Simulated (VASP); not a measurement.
The system is RbBr.

```xyz
2
Lattice="4.1929 0.0000 0.0000 0.0000 4.1929 0.0000 0.0000 0.0000 4.1929" Properties=species:S:1:pos:R:3 pbc="T T T"
Rb    0.0000    0.0000    0.0000
Br    2.0965    2.0965    2.0965
```

```yaml
Program: VASP 6.6.1
Task: relaxation of cell and atoms
Functional: PBE
Dispersion: D3(BJ)
Potentials_or_basis: VASP PAW PBE potentials, release 64 (Rb_sv, Br)
Cutoff: 600 eV
k_mesh: 6 × 6 × 6
Occupations: gaussian, width 0.02 eV
Spin: no spin polarisation
```

At the start: pressure -0.9 GPa; volume 36.86 Å³/atom.

Question: How do energy, volume and symmetry change on relaxing?

Answer: Over 4 steps the energy falls by 6.1 meV/atom and the volume is 34.71 Å³/atom (-5.8 %); space group Pm-3m (No. 221, to 0.1 Å) before and after.

Step by step:
```csv
step,energy change (eV),largest force (eV/Å),pressure (GPa),volume (Å³)
1,0.0000,0.0000,-0.86,73.71
2,-0.0089,0.0000,-0.48,71.62
3,-0.0122,0.0000,-0.04,69.60
4,-0.0122,0.0000,0.00,69.42
```

Final structure:
```
CELL_PARAMETERS angstrom
4.10993 0.00000 0.00000
0.00000 4.10993 0.00000
0.00000 0.00000 4.10993
ATOMIC_POSITIONS crystal
Rb 0.00000 0.00000 0.00000
Br 0.50000 0.50000 0.50000
```
